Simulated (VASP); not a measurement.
# BeB12 (Pm-3m) in VASP: a series of runs, part 2 of 2

VASP 6.6.1. The steps go on from the part before.

### Step 4. Single point, PBE

This run uses another cell than the first one, of 9.16 Å³/atom, 1.149 times its volume.

The input, INCAR:

```
SYSTEM = BeB12
PREC = Accurate
ENCUT = 520
EDIFF = 1E-6
ISMEAR = 0
SIGMA = 0.1
LREAL = .False.
LASPH = .True.
NELM = 100
ALGO = Normal
ISIF = 2
LWAVE = .False.
LCHARG = .False.
GGA = PE
NBANDS = 31
```

The input, KPOINTS:

```
Automatic mesh
0
Gamma
  8 8 8
  0 0 0
```

The input, POSCAR:

```
BeB12
1.0
    4.9191266156      0.0000000000      0.0000000000
    0.0000000000      4.9191266156      0.0000000000
    0.0000000000      0.0000000000      4.9191266156
Be B
1 12
Direct
    0.5000000000      0.5000000000      0.5000000000
    0.2493290409      0.5000000000      0.0000000000
    0.7506709591      0.5000000000      0.0000000000
    0.0000000000      0.2493290409      0.5000000000
    0.0000000000      0.7506709591      0.5000000000
    0.5000000000      0.0000000000      0.2493290409
    0.5000000000      0.0000000000      0.7506709591
    0.5000000000      0.2493290409      0.0000000000
    0.5000000000      0.7506709591      0.0000000000
    0.2493290409      0.0000000000      0.5000000000
    0.7506709591      0.0000000000      0.5000000000
    0.0000000000      0.5000000000      0.7506709591
    0.0000000000      0.5000000000      0.2493290409
```

Potentials or basis: VASP PAW PBE potentials, release 64 (Be, B).

Command:

```bash
$ cat potpaw_PBE.64/Be/POTCAR potpaw_PBE.64/B/POTCAR > POTCAR
$ mpirun -np 1 vasp_std > vasp.out
```

OUTCAR:

```text
SYSTEM = BeB12
   PREC = Accurate
   ENCUT = 520
   EDIFF = 1E-6
   ISMEAR = 0
   LREAL = .False.
   LASPH = .True.
   NELM = 100
   ISIF = 2
   GGA = PE

 ion  position               nearest neighbor table
   1  0.500  0.500  0.500-
   2  0.249  0.500  0.000-  12 1.73  13 1.73   8 1.74   9 1.74
   3  0.751  0.500  0.000-  12 1.73  13 1.73   8 1.74   9 1.74
   4  0.000  0.249  0.500-  10 1.73  11 1.73  12 1.74  13 1.74
   5  0.000  0.751  0.500-  10 1.73  11 1.73  12 1.74  13 1.74
   6  0.500  0.000  0.249-   8 1.73   9 1.73  10 1.74  11 1.74
   7  0.500  0.000  0.751-   8 1.73   9 1.73  10 1.74  11 1.74
   8  0.500  0.249  0.000-   6 1.73   7 1.73   2 1.74   3 1.74
   9  0.500  0.751  0.000-   6 1.73   7 1.73   2 1.74   3 1.74
  10  0.249  0.000  0.500-   4 1.73   5 1.73   6 1.74   7 1.74
  11  0.751  0.000  0.500-   4 1.73   5 1.73   6 1.74   7 1.74
  12  0.000  0.500  0.751-   2 1.73   3 1.73   4 1.74   5 1.74
  13  0.000  0.500  0.249-   2 1.73   3 1.73   4 1.74   5 1.74

  LATTYP: Found a simple cubic cell.
 ALAT       =     4.9191266156

  Lattice vectors:

 A1 = (   4.9191266156,   0.0000000000,   0.0000000000)
 A2 = (   0.0000000000,   4.9191266156,   0.0000000000)
 A3 = (   0.0000000000,   0.0000000000,   4.9191266156)

Analysis of symmetry for initial positions (statically):
=====================================================================
 Subroutine PRICEL returns:
 Original cell was already a primitive cell.

 Routine SETGRP: Setting up the symmetry group for a
 simple cubic supercell.

 Subroutine GETGRP returns: Found 48 space group operations
[... 9 lines left out ...]

 Routine SETGRP: Setting up the symmetry group for a
 simple cubic supercell.

 Subroutine GETGRP returns: Found 48 space group operations
[... 11 lines left out ...]
                                     Primitive cell

  volume of cell :     119.0321

  direct lattice vectors                    reciprocal lattice vectors
     4.919126616  0.000000000  0.000000000     0.203288120  0.000000000  0.000000000
     0.000000000  4.919126616  0.000000000     0.000000000  0.203288120  0.000000000
     0.000000000  0.000000000  4.919126616     0.000000000  0.000000000  0.203288120

  length of vectors
     4.919126616  4.919126616  4.919126616     0.203288120  0.203288120  0.203288120

  position of ions in fractional coordinates (direct lattice)
     0.500000000  0.500000000  0.500000000
     0.249329041  0.500000000  0.000000000
     0.750670959  0.500000000  0.000000000
     0.000000000  0.249329041  0.500000000
     0.000000000  0.750670959  0.500000000
     0.500000000  0.000000000  0.249329041
     0.500000000  0.000000000  0.750670959
     0.500000000  0.249329041  0.000000000
     0.500000000  0.750670959  0.000000000
     0.249329041  0.000000000  0.500000000
     0.750670959  0.000000000  0.500000000
     0.000000000  0.500000000  0.750670959
     0.000000000  0.500000000  0.249329041

  ion indices of the primitive-cell ions
   primitive index   ion index
                 1           1
                 2           2
                 3           3
                 4           4
                 5           5
                 6           6
                 7           7
                 8           8
                 9           9
[... 35 lines left out ...]
  0.250000  0.000000  0.000000      6.000000
  0.375000  0.000000  0.000000      6.000000
  0.500000  0.000000  0.000000      3.000000
  0.125000  0.125000  0.000000     12.000000
[... 16 lines left out ...]
  0.375000  0.375000  0.125000     24.000000
  0.500000  0.375000  0.125000     24.000000
 [... further k-points ...]
   k-points           NKPTS =     35   k-points in BZ     NKDIM =     35   number of bands    NBANDS=     31
   number of dos      NEDOS =    301   number of ions     NIONS =     13
   total plane-waves  NPLWV =  64000
   dimension x,y,z NGX =    40 NGY =   40 NGZ =   40
   dimension x,y,z NGXF=    80 NGYF=   80 NGZF=   80
   ions per type =               1  12
   NGX,Y,Z   is equivalent  to a cutoff of  13.52, 13.52, 13.52 a.u.
   NGXF,Y,Z  is equivalent  to a cutoff of  27.04, 27.04, 27.04 a.u.
 SYSTEM =  BeB12
   PREC   = accura    normal or accurate (medium, high low for compatibility)
   ISTART =      0    job   : 0-new  1-cont  2-samecut
   ICHARG =      2    charge: 1-file 2-atom 10-const
   ISPIN  =      1    spin polarized calculation?
   LNONCOLLINEAR =      F non collinear calculations
   LSORBIT =      F    spin-orbit coupling
   LASPH  =      T    aspherical Exc in radial PAW
   ENCUT  =  520.0 eV  38.22 Ry    6.18 a.u.   9.15  9.15  9.15*2*pi/ulx,y,z
   NELM   =    100;   NELMIN=  2; NELMDL= -5     # of ELM steps
   EDIFF  = 0.1E-05   stopping-criterion for ELM
   LREAL  =      F    real-space projection
   EDIFFG = 0.1E-04   stopping-criterion for IOM
   NSW    =      0    number of steps for IOM
   IBRION =     -1    ionic relax: 0-MD 1-quasi-New 2-CG
   NFREE  =      0    steps in history (QN), initial steepest desc. (CG)
   ISIF   =      2    stress and relaxation
   ISYM   =      2    0-nonsym 1-usesym 2-fastsym
   POTIM  = 0.5000    time-step for ionic-motion
   TEBEG  =    0.0;   TEEND  =   0.0 temperature during run
   PSTRESS=    0.0 pullay stress
   NELECT =      38.0000    total number of electrons
   NUPDOWN=      -1.0000    fix difference up-down
   EMIN   =  10.00;   EMAX   =-10.00  energy-range for DOS
   EFERMI =   0.00;   METHOD = LEGACY
   ISMEAR =     0;   SIGMA  =   0.10  broadening in eV -4-tet -1-fermi 0-gaus
   EFERMI_NEDOS =   21; number of points for ismear=-14 and -15
   IALGO  =     38    algorithm
   IMIX   =      4    mixing-type and parameters
     AMIX     =   0.40;   BMIX     =  1.00
     AMIX_MAG =   1.60;   BMIX_MAG =  1.00
  volume/ion in A,a.u.               =       9.16        61.79
  Fermi-wavevector in a.u.,A,eV,Ry     =   1.118874  2.114366 17.032862  1.251880
  Thomas-Fermi vector in A             =   2.255509
   LORBIT       =      0    0 simple, 1 ext, 2 COOP (PROOUT), +10 PAW based schemes
   GGA     = PE    functional components
   LHFCALC =     F    Hartree Fock is set to
   AEXX    =    0.0000 exact exchange contribution
   IVDW    =     0    specifies the selected vdW correction
   LEPSILON=     F    determine dielectric tensor
   LRPA    =     F    only Hartree local field effects (RPA)
 non-spin polarized calculation
 Gauss-broadening in eV      SIGMA  =   0.10
  energy-cutoff  :      520.00
  volume of cell :      119.03
 maximum number of plane-waves:      3228
 NGX is ok and might be reduce to    40
   NGX = 19   NGY = 19   NGZ = 19

 number of electron      38.0000000 magnetization

 Free energy of the ion-electron system (eV)
  ---------------------------------------------------
  ext. energy  EPLUGINS =         0.00000000
  ---------------------------------------------------
  free energy    TOTEN  =       -70.90281723 eV

  energy without entropy =      -70.87965371  energy(sigma->0) =      -70.89123547

 E-fermi :   3.7872     XC(G=0): -10.4555

 val. band max:        3.7730661417   @ k =   0.5000   0.5000   0.3750
 cond. band min:       3.8079834624   @ k =   0.2500   0.1250   0.0000
 fundamental gap:      0.0349173207
 Fermi energy:         3.7871606047

 k-point     1 :       0.0000    0.0000    0.0000
  band No.  band energies     occupation
      1      -9.4664      2.00000
      2      -6.2881      2.00000
      3      -6.2881      2.00000
      4      -3.7945      2.00000
      5      -3.7945      2.00000
      6      -3.7945      2.00000
[... 805 lines left out ...]
     30      10.7175      0.00000
     31      11.1246      0.00000

 [... further k-points ...]
[... 5 lines left out ...]
  --------------------------------------------------------------------------------------
  -------------------------------------------------------------------------------------
  Total       -0.0007087     -0.0007087     -0.0007087      0.0000000      0.0000000     -0.0000000
  in kB       -0.0095387     -0.0095387     -0.0095387      0.0000000      0.0000000     -0.0000000
  external PRESSURE =      -0.0095387 kB  Pullay stress =       0.0000000 kB

 VOLUME and BASIS-vectors are now :
 -----------------------------------------------------------------------------
  energy-cutoff  :      520.00
  volume of cell :      119.03
      direct lattice vectors                 reciprocal lattice vectors
     4.919126616  0.000000000  0.000000000     0.203288120  0.000000000  0.000000000
     0.000000000  4.919126616  0.000000000     0.000000000  0.203288120  0.000000000
     0.000000000  0.000000000  4.919126616     0.000000000  0.000000000  0.203288120

 POSITION                                       TOTAL-FORCE (eV/Angst)
 -----------------------------------------------------------------------------------
      2.45956      2.45956      2.45956        -0.000000      0.000000     -0.000000
      1.22648      2.45956      0.00000         0.004158     -0.000000     -0.000000
      3.69265      2.45956      0.00000        -0.004158      0.000000     -0.000000
      0.00000      1.22648      2.45956        -0.000000      0.004158     -0.000000
      0.00000      3.69265      2.45956        -0.000000     -0.004158     -0.000000
      2.45956      0.00000      1.22648        -0.000000     -0.000000      0.004158
      2.45956      0.00000      3.69265        -0.000000      0.000000     -0.004158
      2.45956      1.22648      0.00000        -0.000000      0.004158     -0.000000
      2.45956      3.69265      0.00000        -0.000000     -0.004158     -0.000000
      1.22648      0.00000      2.45956         0.004158     -0.000000     -0.000000
      3.69265      0.00000      2.45956        -0.004158      0.000000     -0.000000
      0.00000      2.45956      3.69265        -0.000000      0.000000     -0.004158
      0.00000      2.45956      1.22648        -0.000000     -0.000000      0.004158
 -----------------------------------------------------------------------------------
    total drift:                                0.000000     -0.000000      0.000000

  FREE ENERGIE OF THE ION-ELECTRON SYSTEM (eV)
  ---------------------------------------------------
  free  energy   TOTEN  =       -70.9028172270 eV

  energy  without entropy=      -70.8796537056  energy(sigma->0) =      -70.89123547
```

It took 3.3 min on 1 thread of Intel Xeon 8259CL, shared host; peak memory 0.28 GiB.

What came out:

| Quantity | Value |
| --- | --- |
| Free energy | -70.9028 eV |
| Pressure | 0.0 GPa |
| Largest force | 0.004 eV/Å |
| Band gap on the k mesh | zero (band 19 reaches 4.07 eV, above the bottom of band 20 at 2.29 eV) |

Forces in eV/Å, atoms in the order of the input:
```
Be   0.000  0.000  0.000
B    0.004  0.000  0.000
B   -0.004  0.000  0.000
B    0.000  0.004  0.000
B    0.000 -0.004  0.000
B    0.000  0.000  0.004
B    0.000  0.000 -0.004
B    0.000  0.004  0.000
B    0.000 -0.004  0.000
B    0.004  0.000  0.000
B   -0.004  0.000  0.000
B    0.000  0.000 -0.004
B    0.000  0.000  0.004
```

Levels at points of the mesh, in eV from the Fermi level:
| k point | band 15 | band 16 | band 17 | band 18 | band 19 | band 20 | band 21 | band 22 | band 23 | band 24 |
| --- | --- | --- | --- | --- | --- | --- | --- | --- | --- | --- |
| (0.00, 0.00, 0.00) | -2.37 | -1.28 | -1.28 | -1.28 | -0.23 | -0.23 | -0.23 | 0.80 | 3.47 | 3.47 |
| (0.50, 0.00, 0.00) | -1.68 | -1.46 | -1.46 | -1.22 | -0.39 | -0.34 | 0.53 | 1.98 | 1.98 | 2.04 |
| (0.50, 0.50, 0.00) | -1.95 | -1.95 | -1.26 | -1.26 | -0.18 | 0.17 | 0.69 | 0.99 | 2.05 | 2.05 |
| (0.50, 0.50, 0.50) | -1.57 | -1.57 | -1.57 | -1.50 | -1.50 | -1.50 | -0.61 | -0.61 | -0.08 | -0.08 |

### Step 5. Summary

| cell | k mesh | gap on the mesh (eV) | pressure (GPa) |
| --- | --- | --- | --- |
| a = 4.696 Å, 13 atoms | 4 × 4 × 4 | none | 27.9 |
| a = 4.926 Å, 13 atoms | 4 × 4 × 4 | none | -0.1 |
| a = 4.919 Å, 13 atoms | 8 × 8 × 8 | none | 0.0 |

Alike in all rows: task single point; level PBE; potentials or basis VASP PAW PBE potentials, release 64 (Be, B); no spin polarisation; cutoff (eV) 520; smearing gaussian 0.1 eV.

Total energies depend on the potentials used, so only differences within one code and one set of settings carry meaning.
